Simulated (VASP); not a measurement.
# CuO: relaxation of cell and atoms with PBEsol+U

The system is CuO.

```
Cu O
1.0
     1.99097   -2.15355    0.00000
     1.99097    2.15355    0.00000
     0.00000    0.00000    5.15593
Cu O
2 2
Cartesian
  0.9955 -1.0768 0.0000
  0.9955 1.0768 2.5780
  1.9910 0.0000 1.2890
  1.9910 0.0000 3.8669
```

- Program: VASP 6.6.1
- Task: relaxation of cell and atoms
- Functional: PBEsol
- Potentials or basis: VASP PAW PBE potentials, release 64 (Cu, O)
- Cutoff: 600 eV
- k mesh: 9 × 9 × 5
- Occupations: fermi-dirac, width 0.05 eV
- Spin: no spin polarisation
- Hubbard terms: Cu d U = 5.0 eV
- Dipole correction: no
- Further INCAR settings: ALGO = Fast; EDIFF = 1e-06; IBRION = 2; EDIFFG = -0.01; NSW = 60; ISIF = 3

The relaxed volume is 10.42 Å³/atom. The relaxed cell is a = 2.868 Å, b = 2.868 Å, c = 5.081 Å, α = 90.00°, β = 90.00°, γ = 94.12°, the space group after relaxing (to 0.1 Å) is Cccm (No. 66) and the energy gained by relaxing is 17.2 meV/atom. The ionic steps are 12 and the pressure after relaxing is 0.0 GPa. The band gap on the k mesh is zero (bands 17 and 18 overlap by 0.98 eV).

Stress tensor (GPa, compression positive):
```
 0.14  0.00  0.00
 0.00 -0.15  0.00
 0.00  0.00 -0.13
```

The path:
| step | energy change (eV) | largest force (eV/Å) | pressure (GPa) | volume (Å³) |
| --- | --- | --- | --- | --- |
| 1 | 0.0000 | 0.0000 | -8.31 | 44.21 |
| 2 | -0.0462 | 0.0000 | 5.25 | 40.64 |
| 3 | -0.0666 | 0.0000 | -0.03 | 41.85 |
| 4 | -0.0666 | 0.0000 | -0.29 | 41.90 |
| 5 | -0.0679 | 0.0000 | -0.18 | 41.83 |
| 6 | -0.0686 | 0.0000 | -0.12 | 41.76 |
| 7 | -0.0682 | 0.0000 | 0.08 | 41.62 |
| 8 | -0.0687 | 0.0000 | -0.23 | 41.72 |
| 9 | -0.0687 | 0.0000 | -0.32 | 41.71 |
| 10 | -0.0686 | 0.0000 | 0.42 | 41.54 |
| 11 | -0.0687 | 0.0000 | 0.11 | 41.66 |
| 12 | -0.0687 | 0.0000 | -0.05 | 41.67 |

Final structure:
```
Cu O
1.0
     1.95350   -2.09921    0.00000
     1.95350    2.09921    0.00000
     0.00000    0.00000    5.08058
Cu O
2 2
Direct
  0.50000 0.00000 0.00000
  0.00000 0.50000 0.50000
  0.50000 0.50000 0.25000
  0.50000 0.50000 0.75000
```

Levels at points of the mesh, in eV from the Fermi level:
```tsv
k point	band 14	band 15	band 16	band 17	band 18	band 19	band 20	band 21
(0.00, 0.00, 0.00)	-3.29	-2.77	-2.39	0.64	0.84	1.76	6.60	7.78
```

Eigenvalues of the final occupation matrices:
| site | spin | trace | eigenvalues |
| --- | --- | --- | --- |
| site 1 d | 1 | 4.65 | 0.80 0.94 0.96 0.96 0.98 |
| site 1 d | 2 | 4.65 | 0.80 0.94 0.96 0.96 0.98 |
| site 2 d | 1 | 4.65 | 0.80 0.94 0.96 0.96 0.98 |
| site 2 d | 2 | 4.65 | 0.80 0.94 0.96 0.96 0.98 |

It took 14 min on 1 thread of Oxide Virtual Turin-like Processor, on a shared host, peak memory 0.19 GiB.

Caveat: the PAW data sets were made with another functional, which shifts forces and pressure a little; U without spin polarisation on a metal has little footing.
